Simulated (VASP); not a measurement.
# Li8Nb8HO23 (a cell with a defect) (H_O): single point with PBE

Crystal: Li8Nb8HO23 (a cell with a defect) (H_O).

```
CELL_PARAMETERS angstrom
2.59495 1.49820 4.67222
-5.18990 2.99639 9.34445
0.00000 -5.99278 9.34445
ATOMIC_POSITIONS crystal
Li 0.72681 0.34782 0.35632
Li 0.21314 0.12163 0.10461
Li 0.70618 0.36032 0.86516
Li 0.22585 0.11318 0.60620
Li 0.71801 0.86385 0.37224
Li 0.23062 0.61049 0.10870
Li 0.71436 0.85889 0.86226
Li 0.20346 0.61648 0.61292
Nb 0.98708 0.50484 0.50096
Nb 0.49766 0.25538 0.25092
Nb 0.00098 0.51005 0.99936
Nb 0.48774 0.25571 0.75521
Nb 0.00278 0.00650 0.50113
Nb 0.49304 0.76961 0.24879
Nb 0.00841 0.00696 0.99458
Nb 0.49886 0.75490 0.75327
O 0.28936 0.32287 0.44339
O 0.64663 0.43822 0.13764
O 0.89866 0.13678 0.31922
O 0.39052 0.06928 0.39446
O 0.77234 0.18774 0.07553
O 0.13935 0.38319 0.19810
O 0.28393 0.31969 0.94060
O 0.63542 0.44619 0.63168
O 0.89802 0.14254 0.81535
O 0.39054 0.06738 0.89032
O 0.77326 0.18750 0.57514
O 0.14313 0.39006 0.68956
O 0.28994 0.81832 0.44333
O 0.64685 0.94181 0.12478
O 0.89286 0.63406 0.31664
O 0.76475 0.68126 0.08073
O 0.13111 0.88411 0.19954
O 0.28382 0.81796 0.94292
O 0.64670 0.93954 0.63521
O 0.89173 0.63854 0.81842
O 0.39014 0.56741 0.89131
O 0.78608 0.68635 0.57196
O 0.13938 0.88434 0.69831
H 0.38600 0.57098 0.38596
```

| Item | Value |
| --- | --- |
| Program | VASP 6.6.1 |
| Task | single point |
| Functional | PBE |
| Potentials or basis | VASP PAW PBE potentials, release 64 (Li_sv, Nb_sv, O, H) |
| Cutoff | 520 eV |
| k mesh | 1 × 1 × 1, shifted |
| Occupations | gaussian, width 0.01 eV |
| Spin | no spin polarisation |

```
Largest force : 0.030 eV/Å
```

Forces in eV/Å, atoms in the order of the input:
```
Li   0.001 -0.002 -0.006
Li  -0.002 -0.005 -0.005
Li   0.003  0.002 -0.002
Li   0.002  0.001 -0.001
Li   0.001  0.001 -0.021
Li  -0.004  0.001 -0.012
Li   0.001  0.000 -0.004
Li   0.004  0.003 -0.001
Nb   0.001  0.003  0.029
Nb   0.007 -0.002  0.026
Nb  -0.009 -0.020  0.017
Nb   0.005  0.013  0.011
Nb   0.003 -0.010  0.028
Nb   0.001  0.008  0.004
Nb   0.007 -0.017  0.024
Nb   0.007  0.000  0.020
O   -0.006  0.003 -0.005
O    0.013  0.011 -0.002
O   -0.007 -0.010 -0.004
O   -0.016  0.000 -0.004
O    0.012 -0.007 -0.011
O    0.002  0.019 -0.010
O   -0.005  0.011  0.001
O    0.010 -0.008 -0.014
O   -0.010 -0.010 -0.005
O   -0.020  0.000 -0.007
O    0.003 -0.011 -0.011
O    0.011  0.012 -0.010
O   -0.010  0.010 -0.001
O    0.018  0.006  0.004
O   -0.017 -0.015 -0.006
O    0.004 -0.005  0.005
O    0.014  0.017  0.001
O   -0.015  0.013 -0.002
O    0.012  0.002  0.001
O   -0.010 -0.014 -0.005
O   -0.017  0.000 -0.005
O    0.007 -0.012 -0.003
O    0.003  0.015 -0.013
H   -0.004 -0.004  0.001
```

Levels at points of the mesh, in eV from the Fermi level:
```
           k point  band 131  band 132  band 133  band 134  band 135  band 136  band 137  band 138
(0.25, 0.25, 0.25)     -3.36     -3.33     -3.23     -0.05      0.28      0.43      0.48      0.54
```

It took 7.2 min on 1 thread of AMD EPYC 7R43 64-Core Processor (Zen 3), with other jobs on the host, peak memory 0.6 GiB.

Caveat: the k points lie up to 1.47 Å⁻¹ apart; the cell carries a net charge on a neutralising background, which shifts energy and pressure; the cell is charged against a uniform background, so pressure and absolute levels hang on convention.
